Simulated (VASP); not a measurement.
Set up this calculation in VASP 6.6.1, as the native input.

| Item | Value |
| --- | --- |
| Task | single point |
| Functional | PBE |
| Dispersion | D3(BJ) |
| Potentials or basis | VASP PAW PBE potentials, release 64 (W_sv, C) |
| Cutoff | 520 eV |
| k mesh | 3 × 3 × 1 |
| Occupations | fermi-dirac, width 0.05 eV |
| Spin | no spin polarisation |
| Dipole correction | no |
| Further INCAR settings | LREAL = Auto; ALGO = Normal; EDIFF = 1e-06; NBANDS = 86 |

The structure of WC lies in POSCAR:

```
WC
1.0
    5.6955400000      0.0000000000      0.0000000000
    0.0000000000      5.5945400000      0.0000000000
    0.0000000000      0.0000000000     17.1104020000
W C
8 8
Direct
    0.0000000000      0.0000000000      0.0584439805
    0.2610463626      0.0161407372      0.1953431603
    0.0000000000      0.5000053624      0.0584439805
    0.2574470551      0.5107301047      0.2089080081
    0.5000052673      0.0000000000      0.0584439805
    0.7317831145     -0.0106174949      0.2118302071
    0.5000052673      0.5000053624      0.0584439805
    0.7417382724      0.5070121940      0.2114561657
    0.4793224172      0.2398052387      0.1397161797
    0.4013491258      0.3485541260      0.2957791407
    0.5044297819      0.7541281321      0.1731110701
    0.1084532810      0.8233563439      0.3118863017
    0.9776772703      0.2479024191      0.1504172725
    0.5547322993      0.1747775510      0.2896834335
    0.9889843632      0.7761138539      0.1454962893
    0.9453010601      0.6544237775      0.2896717447
```

One way to write it, as run:

INCAR

```
PREC = Accurate
ENCUT = 520
EDIFF = 1E-6
ISMEAR = -1
SIGMA = 0.05
LREAL = Auto
LASPH = True
NELM = 100
ALGO = Normal
ISIF = 2
LWAVE = False
LCHARG = False
GGA = PE
IVDW = 12
NBANDS = 86
```

KPOINTS

```
regular mesh
0
Gamma
  3 3 1
```

Potentials or basis: VASP PAW PBE potentials, release 64 (W_sv, C).

Run with:

```sh
$ cat potpaw_PBE.64/W_sv/POTCAR potpaw_PBE.64/C/POTCAR > POTCAR
$ mpirun -np 1 vasp_std > vasp.out
```

Results of the run:

```json
{"Largest force": "5.516 eV/Å", "Band gap on the k mesh": "zero (band 72 reaches 0.27 eV, above the bottom of band 73 at -0.15 eV)", "Dispersion energy per atom": "-0.265 eV"}
```

Caveat: the k points lie up to 0.37 Å⁻¹ apart; spin-orbit coupling is left out, which moves the levels of the heavy elements.

Run time: 17 min on 1 thread of AMD EPYC 7R13, with other jobs on the host, peak memory 0.53 GiB.
